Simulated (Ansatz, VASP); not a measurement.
**One calculation of AlN, two programs**

```
Al N
1.0
     3.34978    0.00000    0.00000
    -1.67489    2.90099    0.00000
     0.00000    0.00000    4.40764
Al N
2 2
Direct
  0.33333 0.66667 0.75000
  0.66667 0.33333 0.25000
  0.33333 0.66667 0.25000
  0.66667 0.33333 0.75000
```

Alike in both runs: task single point; functional PBEsol; k mesh 9 × 9 × 6; occupations gaussian, width 0.05 eV; no spin polarisation.

|  | VASP | Ansatz |
| --- | --- | --- |
| version | VASP 6.6.1 | Ansatz 0.2.0 |
| potentials or method | VASP PAW PBE potentials, release 64 (Al, N), cutoff 520 eV | scalar-relativistic, plane waves, PAW |
| valence electrons in the cell | 16 | 16 |

```tsv
	VASP	Ansatz	Ansatz less VASP
gap on the k mesh at the Fermi level (eV)	2.52	2.51	-0.011
least direct gap on the mesh (eV)	2.52	2.51	-0.011
pressure (GPa)	-15.0	-15.0	+0.05
traceless stress, the component that is largest in VASP (GPa)	-1.33	-1.29	+0.035
```

VASP's potentials were made for PBE, not for PBEsol, and Ansatz warns of the same on its side.
